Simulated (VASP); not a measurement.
A run of VASP 6.6.1 is set up as follows.

File INCAR:

```
SYSTEM = SiC
PREC     = Accurate       ! precision mode
ENCUT    = 520            ! plane-wave cutoff, eV
EDIFF    = 1E-6           ! SCF threshold, eV
ISMEAR   = 0              ! smearing method
SIGMA    = 0.05           ! smearing width, eV
LREAL    = .FALSE.        ! projectors in reciprocal space
LASPH    = .TRUE.         ! aspherical terms in the spheres
NELM     = 60             ! most SCF steps
ALGO     = Normal         ! electronic algorithm
ISIF     = 2              ! what is computed and relaxed
LWAVE    = .FALSE.        ! write WAVECAR
LCHARG   = .TRUE.         ! write CHGCAR
GGA      = PE             ! functional
LELF     = .TRUE.         ! ELF
LVHAR    = .TRUE.       
NBANDS   = 26             ! bands
```

File KPOINTS:

```
Automatic mesh
0
G
  12 12 4
  0 0 0
```

POSCAR

```
SiC
1.0
    3.0756941497      0.0000000000      0.0000000000
   -1.5378470748      2.6636292679      0.0000000000
    0.0000000000      0.0000000000     10.0706464800
Si C
4 4
Direct
    0.6666666667      0.3333333333      0.9378419800
    0.3333333333      0.6666666667      0.4378419800
    0.0000000000      0.0000000000      0.6878943800
    0.0000000000      0.0000000000      0.1878943800
    0.6666666667      0.3333333333      0.7498025900
    0.3333333333      0.6666666667      0.2498025900
    0.0000000000      0.0000000000      0.5004600500
    0.0000000000      0.0000000000      0.0004600500
```

Potentials or basis: VASP PAW PBE potentials, release 64 (Si, C).

Run with:

```sh
$ cat potpaw_PBE.64/Si/POTCAR potpaw_PBE.64/C/POTCAR > POTCAR
$ mpirun -np 1 vasp_std > vasp.out
```

Task: Predict the largest force.

Result: 0.006 eV/Å.

Task: What does it give for the band gap on the k mesh?

Result: 2.23 eV, indirect (least direct gap 3.35 eV).

Task: What does it give for the pressure?

Result: 3.9 GPa.

Forces on the atoms (eV/Å):
```
Si   0.000  0.000 -0.005
Si   0.000  0.000 -0.005
Si   0.000  0.000  0.002
Si   0.000  0.000  0.002
C    0.000  0.000  0.006
C    0.000  0.000  0.006
C    0.000  0.000 -0.002
C    0.000  0.000 -0.002
```

A k mesh can miss the band edges.
